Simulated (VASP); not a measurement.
# Tm2GeF2 (P-3m1) in VASP: single point with PBE

Aim: the single point of Tm2GeF2 with PBE.

Everything below comes from runs of VASP 6.6.1. Logs are shortened: lines on timing, memory, paths and dates and some standing lists are left out, and cuts for length are marked.

**1. The cell of the first run**

The structure is trigonal, space group P-3m1 (No. 164). The conventional cell has a = 4.083 Å, b = 4.083 Å, c = 6.391 Å, α = 90.00°, β = 90.00°, γ = 120.00°. Within 3.0 Å of Tm (site symmetry 3m) lie 4 F at 2.24 to 2.57 Å and 3 Ge at 2.82 Å. Ge (site symmetry -3m) has 6 Tm at 2.82 Å and 6 F at 3.50 Å within 3.7 Å. F (site symmetry 3m) has 4 Tm at 2.24 to 2.57 Å and 3 F at 2.65 Å within 3.0 Å.

**2. Single point, PBE**

Input file INCAR:

```
  ALGO = Normal
  EDIFF = 1E-6
  ENCUT = 600
  GGA = PE
  GGA_COMPAT = False
  ISIF = 2
  ISMEAR = 0
  LASPH = True
  LCHARG = True
  LELF = True
  LMAXMIX = 6
  LREAL = False
  LVHAR = True
  LWAVE = False
  NBANDS = 57
  NELM = 200
  PREC = Accurate
  SIGMA = 0.1
```

Input file KPOINTS:

```
k-points
0
Gamma
  4 2 2
```

Input file POSCAR:

```
Tm2GeF2
1.0
   -2.0416839520      3.5363003379      0.0000000000
    0.0000000000      0.0000000000      6.3906017556
    6.1250518561      3.5363003378      0.0000000000
Tm Ge F
4 2 4
Direct
    0.0000000000      0.2435047889      0.3333333333
    0.5000000000      0.2435047889      0.8333333333
    0.5000000000      0.7564952111      0.1666666667
    0.0000000000      0.7564952111      0.6666666667
    0.0000000000      0.0000000000      0.0000000000
    0.5000000000      0.0000000000      0.5000000000
    0.5000000000      0.4055011430      0.1666666667
    0.0000000000      0.4055011430      0.6666666667
    0.0000000000      0.5944988570      0.3333333333
    0.5000000000      0.5944988570      0.8333333333
```

Potentials or basis: VASP PAW PBE potentials, release 64 (Tm_3, Ge_d, F), 4f in core.

Launch:

```
cat potpaw_PBE.64/Tm_3/POTCAR potpaw_PBE.64/Ge_d/POTCAR potpaw_PBE.64/F/POTCAR > POTCAR
mpirun -np 1 vasp_std > vasp.out
```

OUTCAR:

```text
EDIFF = 1E-6
   ENCUT = 600
   GGA = PE
   ISIF = 2
   ISMEAR = 0
   LASPH = True
   LREAL = False
   NELM = 200
   PREC = Accurate

 ion  position               nearest neighbor table
   1  0.000  0.244  0.333-   9 2.24   7 2.57   7 2.57   8 2.57   5 2.82   6 2.82   6 2.82
   2  0.500  0.244  0.833-  10 2.24   8 2.57   8 2.57   7 2.57   6 2.82   5 2.82   5 2.82
   3  0.500  0.756  0.167-   7 2.24   9 2.57   9 2.57  10 2.57   6 2.82   5 2.82   5 2.82
   4  0.000  0.756  0.667-   8 2.24  10 2.57  10 2.57   9 2.57   5 2.82   6 2.82   6 2.82
   5  0.000  0.000  0.000-   1 2.82   4 2.82   3 2.82   2 2.82   2 2.82   3 2.82
   6  0.500  0.000  0.500-   2 2.82   3 2.82   4 2.82   1 2.82   1 2.82   4 2.82
   7  0.500  0.406  0.167-   3 2.24   1 2.57   1 2.57   2 2.57
   8  0.000  0.406  0.667-   4 2.24   2 2.57   2 2.57   1 2.57
   9  0.000  0.594  0.333-   1 2.24   3 2.57   3 2.57   4 2.57
  10  0.500  0.594  0.833-   2 2.24   4 2.57   4 2.57   3 2.57

  LATTYP: Found a simple orthorhombic cell.
 ALAT       =     4.0833679040
 B/A-ratio  =     1.5650320779
 C/A-ratio  =     1.7320508076

  Lattice vectors:

 A1 = (  -2.0416839520,   3.5363003379,   0.0000000000)
 A2 = (   0.0000000000,   0.0000000000,   6.3906017556)
 A3 = (   6.1250518561,   3.5363003378,   0.0000000000)

Analysis of symmetry for initial positions (statically):
=====================================================================
 Subroutine PRICEL returns following result:

  LATTYP: Found a hexagonal cell.
 ALAT       =     4.0833679040
 C/A-ratio  =     1.5650320779

  Lattice vectors:

 A1 = (   2.0416839520,   3.5363003379,   0.0000000000)
 A2 = (  -4.0833679041,   0.0000000000,   0.0000000000)
 A3 = (   0.0000000000,   0.0000000000,   6.3906017556)

   2 primitive cells build up your supercell.

 Routine SETGRP: Setting up the symmetry group for a
 simple orthorhombic supercell.

 Subroutine GETGRP returns: Found  4 space group operations
 (whereof  4 operations were pure point group operations)
 out of a pool of  8 trial point group operations.

The static configuration has the point symmetry C_2h.

Analysis of symmetry for dynamics (positions and initial velocities):
=====================================================================
 Subroutine PRICEL returns following result:

  LATTYP: Found a hexagonal cell.
 ALAT       =     4.0833679040
 C/A-ratio  =     1.5650320779

  Lattice vectors:

 A1 = (   2.0416839520,   3.5363003379,   0.0000000000)
 A2 = (  -4.0833679041,   0.0000000000,   0.0000000000)
 A3 = (   0.0000000000,   0.0000000000,   6.3906017556)

   2 primitive cells build up your supercell.

 Routine SETGRP: Setting up the symmetry group for a
 simple orthorhombic supercell.

 Subroutine GETGRP returns: Found  4 space group operations
 (whereof  4 operations were pure point group operations)
 out of a pool of  8 trial point group operations.

The dynamic configuration has the point symmetry C_2h.

 Subroutine INISYM returns: Found  4 space group operations
 (whereof  4 operations are pure point group operations),
 and found     2 'primitive' translations

----------------------------------------------------------------------------------------

                                     Primitive cell

  volume of cell :      92.2804

  direct lattice vectors                    reciprocal lattice vectors
     2.041683952  3.536300338  0.000000000     0.000000000  0.282781411  0.000000000
    -4.083367904  0.000000000  0.000000000    -0.244895886  0.141390706  0.000000000
     0.000000000  0.000000000  6.390601756     0.000000000  0.000000000  0.156479787

  length of vectors
     4.083367904  4.083367904  6.390601756     0.282781411  0.282781411  0.156479787

  position of ions in fractional coordinates (direct lattice)
     0.333333333  0.666666667  0.243504789
     0.666666667  0.333333333  0.756495211
     0.000000000  0.000000000  0.000000000
     0.666666667  0.333333333  0.405501143
     0.333333333  0.666666667  0.594498857

  ion indices of the primitive-cell ions
   primitive index   ion index
                 1           1
                 2           4
                 3           5
                 4           8
                 5           9

----------------------------------------------------------------------------------------

 KPOINTS: k-points

Automatic generation of k-mesh.
 Grid dimensions read from file:
 generate k-points for:    4    2    2

 Generating k-lattice:

  Cartesian coordinates                     Fractional coordinates (reciprocal lattice)
    -0.030611986  0.053021515  0.000000000     0.250000000  0.000000000  0.000000000
     0.000000000  0.000000000  0.078239893     0.000000000  0.500000000  0.000000000
     0.061223971  0.035347676  0.000000000     0.000000000  0.000000000  0.500000000

  Length of vectors
     0.061223971  0.078239893  0.070695353

  Shift w.r.t. Gamma in fractional coordinates (k-lattice)
     0.000000000  0.000000000  0.000000000

 Subroutine IBZKPT returns following result:
 ===========================================

 Found     12 irreducible k-points:

 Following reciprocal coordinates:
            Coordinates               Weight
  0.000000  0.000000  0.000000      1.000000
  0.250000  0.000000  0.000000      2.000000
  0.500000  0.000000  0.000000      1.000000
  0.000000  0.500000  0.000000      1.000000
  0.250000  0.500000  0.000000      2.000000
  0.500000  0.500000  0.000000      1.000000
  0.000000  0.000000  0.500000      1.000000
  0.250000  0.000000  0.500000      2.000000
  0.500000  0.000000  0.500000      1.000000
  0.000000  0.500000  0.500000      1.000000
  0.250000  0.500000  0.500000      2.000000
  0.500000  0.500000  0.500000      1.000000
   k-points           NKPTS =     12   k-points in BZ     NKDIM =     12   number of bands    NBANDS=     57
   number of dos      NEDOS =    301   number of ions     NIONS =     10
   total plane-waves  NPLWV = 116640
   dimension x,y,z NGX =    36 NGY =   54 NGZ =   60
   dimension x,y,z NGXF=    72 NGYF=  108 NGZF=  120
   ions per type =               4   2   4
   NGX,Y,Z   is equivalent  to a cutoff of  14.66, 14.05, 14.10 a.u.
   NGXF,Y,Z  is equivalent  to a cutoff of  29.31, 28.10, 28.21 a.u.
 SYSTEM =  unknown system
   PREC   = accura    normal or accurate (medium, high low for compatibility)
   ISTART =      0    job   : 0-new  1-cont  2-samecut
   ICHARG =      2    charge: 1-file 2-atom 10-const
   ISPIN  =      1    spin polarized calculation?
   LNONCOLLINEAR =      F non collinear calculations
   LSORBIT =      F    spin-orbit coupling
   LASPH  =      T    aspherical Exc in radial PAW
   ENCUT  =  600.0 eV  44.10 Ry    6.64 a.u.   8.16 12.76 14.13*2*pi/ulx,y,z
   NELM   =    200;   NELMIN=  2; NELMDL= -5     # of ELM steps
   EDIFF  = 0.1E-05   stopping-criterion for ELM
   LREAL  =      F    real-space projection
   EDIFFG = 0.1E-04   stopping-criterion for IOM
   NSW    =      0    number of steps for IOM
   IBRION =     -1    ionic relax: 0-MD 1-quasi-New 2-CG
   NFREE  =      0    steps in history (QN), initial steepest desc. (CG)
   ISIF   =      2    stress and relaxation
   ISYM   =      2    0-nonsym 1-usesym 2-fastsym
   POTIM  = 0.5000    time-step for ionic-motion
   TEBEG  =    0.0;   TEEND  =   0.0 temperature during run
   PSTRESS=    0.0 pullay stress
   NELECT =      92.0000    total number of electrons
   NUPDOWN=      -1.0000    fix difference up-down
   EMIN   =  10.00;   EMAX   =-10.00  energy-range for DOS
   EFERMI =   0.00;   METHOD = LEGACY
   ISMEAR =     0;   SIGMA  =   0.10  broadening in eV -4-tet -1-fermi 0-gaus
   EFERMI_NEDOS =   21; number of points for ismear=-14 and -15
   IALGO  =     38    algorithm
   IMIX   =      4    mixing-type and parameters
     AMIX     =   0.40;   BMIX     =  1.00
     AMIX_MAG =   1.60;   BMIX_MAG =  1.00
  volume/ion in A,a.u.               =      18.46       124.55
  Fermi-wavevector in a.u.,A,eV,Ry     =   1.298049  2.452956 22.924869  1.684930
  Thomas-Fermi vector in A             =   2.429402
   LORBIT       =      0    0 simple, 1 ext, 2 COOP (PROOUT), +10 PAW based schemes
   GGA     = PE    functional components
   LHFCALC =     F    Hartree Fock is set to
   AEXX    =    0.0000 exact exchange contribution
   IVDW    =     0    specifies the selected vdW correction
   LEPSILON=     F    determine dielectric tensor
   LRPA    =     F    only Hartree local field effects (RPA)
 non-spin polarized calculation
 Gauss-broadening in eV      SIGMA  =   0.10
  energy-cutoff  :      600.00
  volume of cell :      184.56
 maximum number of plane-waves:      6182
 NGX is ok and might be reduce to    36
   NGX = 17   NGY = 25   NGZ = 29

 number of electron      91.9999997 magnetization

 Free energy of the ion-electron system (eV)
  ---------------------------------------------------
  ext. energy  EPLUGINS =         0.00000000
  ---------------------------------------------------
  free energy    TOTEN  =       -58.62452367 eV

  energy without entropy =      -58.62425346  energy(sigma->0) =      -58.62438856

 E-fermi :   4.1602     XC(G=0): -10.1864

 val. band max:        3.9621602324   @ k =   0.0000   0.5000   0.0000
 cond. band min:       4.3684189130   @ k =   0.0000   0.0000   0.0000
 fundamental gap:      0.4062586806
 Fermi energy:         4.1601995746

 k-point     1 :       0.0000    0.0000    0.0000
  band No.  band energies     occupation
      1     -22.8555      2.00000
      2     -22.6750      2.00000
      3     -22.4527      2.00000
      4     -21.9977      2.00000
      5     -21.9491      2.00000
      6     -21.9487      2.00000
[... 49 lines left out ...]
     56       7.5555      0.00000
     57       7.5665      0.00000

 k-point     2 :       0.2500    0.0000    0.0000
  band No.  band energies     occupation
      1     -22.8039      2.00000
      2     -22.6149      2.00000
      3     -22.5193      2.00000
      4     -22.1724      2.00000
      5     -21.9704      2.00000
      6     -21.9347      2.00000
[... 594 lines left out ...]
      1     -22.6996      2.00000
      2     -22.6996      2.00000
      3     -22.4891      2.00000
      4     -22.4891      2.00000
      5     -21.9159      2.00000
      6     -21.9159      2.00000
[... 49 lines left out ...]
     56       7.9991      0.00000
     57       8.1988      0.00000

------------------------ aborting loop because EDIFF is reached ----------------------------------------

  FORCE on cell =-STRESS in cart. coord.  units (eV):
  Direction    XX          YY          ZZ          XY          YZ          ZX
  --------------------------------------------------------------------------------------
  -------------------------------------------------------------------------------------
  Total       -0.5520319     -0.2843476      0.5654599     -0.2318214      0.0056850      0.0098461
  in kB       -4.7922044     -2.4684293      4.9087731     -2.0124483      0.0493517      0.0854745
  external PRESSURE =      -0.7839535 kB  Pullay stress =       0.0000000 kB

 VOLUME and BASIS-vectors are now :
 -----------------------------------------------------------------------------
  energy-cutoff  :      600.00
  volume of cell :      184.56
      direct lattice vectors                 reciprocal lattice vectors
    -2.041683952  3.536300338  0.000000000    -0.122447943  0.212086058  0.000000000
     0.000000000  0.000000000  6.390601756     0.000000000  0.000000000  0.156479787
     6.125051856  3.536300338  0.000000000     0.122447943  0.070695353  0.000000000

 POSITION                                       TOTAL-FORCE (eV/Angst)
 -----------------------------------------------------------------------------------
      2.04168      1.17877      1.55614         0.010511      0.006068     -0.086463
      4.08337      4.71507      1.55614         0.010511      0.006068     -0.086463
      0.00000      2.35753      4.83446        -0.010511     -0.006068      0.086463
      4.08337      2.35753      4.83446        -0.010511     -0.006068      0.086463
      0.00000      0.00000      0.00000        -0.000000     -0.000000     -0.000000
      2.04168      3.53630      0.00000        -0.000000     -0.000000     -0.000000
      0.00000      2.35753      2.59140        -0.001017     -0.000587     -0.106897
      4.08337      2.35753      2.59140        -0.001017     -0.000587     -0.106897
      2.04168      1.17877      3.79921         0.001017      0.000587      0.106897
      4.08337      4.71507      3.79921         0.001017      0.000587      0.106897
 -----------------------------------------------------------------------------------
    total drift:                                0.000000      0.000000     -0.000000

  FREE ENERGIE OF THE ION-ELECTRON SYSTEM (eV)
  ---------------------------------------------------
  free  energy   TOTEN  =       -58.6245236661 eV

  energy  without entropy=      -58.6242534614  energy(sigma->0) =      -58.62438856
```

It took 2 min on 1 thread of AMD EPYC 9R45 (Zen 5), shared host; peak memory 0.38 GiB.

Results:

- Free energy: -58.6245 eV
- Pressure: -0.1 GPa
- Largest force: 0.107 eV/Å
- Band gap on the k mesh: 0.41 eV

Forces in eV/Å, atoms in the order of the input:
```
Tm   0.011  0.006 -0.086
Tm   0.011  0.006 -0.086
Tm  -0.011 -0.006  0.086
Tm  -0.011 -0.006  0.086
Ge   0.000  0.000  0.000
Ge   0.000  0.000  0.000
F   -0.001 -0.001 -0.107
F   -0.001 -0.001 -0.107
F    0.001  0.001  0.107
F    0.001  0.001  0.107
```

Stress tensor (GPa, compression positive):
```
-0.48 -0.20  0.01
-0.20 -0.25  0.00
 0.01  0.00  0.49
```

Caveat: the k points lie up to 0.49 Å⁻¹ apart; spin-orbit coupling is left out, which moves the levels of the heavy elements; the 4f electrons are frozen in the core, so they carry no moment and show no levels.
